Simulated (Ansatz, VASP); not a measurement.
**Te: VASP beside Ansatz**

Contents of INCAR:

```
SYSTEM = Te
PREC     = Accurate       ! precision mode
ENCUT    = 520            ! plane-wave cutoff, eV
EDIFF    = 1E-7           ! SCF threshold, eV
ISMEAR   = -1             ! smearing method
SIGMA    = 0.1            ! smearing width, eV
LREAL    = .FALSE.        ! projectors in reciprocal space
LASPH    = .TRUE.         ! aspherical terms in the spheres
NELM     = 100            ! most SCF steps
ALGO     = Normal         ! electronic algorithm
ISIF     = 2              ! what is computed and relaxed
LWAVE    = .FALSE.        ! write WAVECAR
LCHARG   = .FALSE.        ! write CHGCAR
GGA      = RE             ! functional
NBANDS   = 9              ! bands
```

KPOINTS

```
regular mesh
0
G
  13 13 13
  0 0 0
```

The input POSCAR:

```
Te
1.0
    0.0000000000      2.4971574498      2.4971574498
    2.4971574498      0.0000000000      2.4971574498
    2.4971574498      2.4971574498      0.0000000000
Te
1
Direct
    0.0000000000      0.0000000000      0.0000000000
```

Input for Ansatz:

```yaml
crystal:
  lattice:
    - [0.0, 2.4971574498, 2.4971574498]
    - [2.4971574498, 0.0, 2.4971574498]
    - [2.4971574498, 2.4971574498, 0.0]
  atoms:
    - { symbol: Te, position: [0.0, 0.0, 0.0] }
hamiltonian:
  xc: revpbe
  pseudopotentials:
    kind: paw
    azcp:
      Te: "pseudopotentials/Te.paw.azcp"
basis:
  ecutwfc: 420
  fft_grid_basis: typed
kpoints:
  mp_grid: { grid: [13, 13, 13], shift: [0, 0, 0] }
magnetization:
  spin_polarized: false
scf:
  occupations: { method: fermi_dirac, width: 0.1 }
  lower_state_search: "off"
output:
  stress: true
```

Alike in both runs: task single point; functional revPBE; k mesh 13 × 13 × 13; occupations fermi-dirac, width 0.1 eV; no spin polarisation.

|  | VASP | Ansatz |
| --- | --- | --- |
| version | VASP 6.6.1 | Ansatz 0.2.0 |
| potentials or method | VASP PAW PBE potentials, release 64 (Te), cutoff 520 eV | plane waves (420 eV) with PAW, scalar-relativistic |
| valence electrons in the cell | 6 | 16 |

Ansatz gave:

- pressure (GPa): -3.1

Task: Which values does VASP return?

Result: Pressure (GPa): -3.2.

VASP's potentials were made for PBE, not for revPBE. With one functional, cell and mesh, what is left measures potentials, basis and numerics. VASP's potentials hold 6 valence electrons a cell and Ansatz's 16, so a difference there can come from the potentials and not from the codes.

Neither program's run includes spin-orbit coupling.
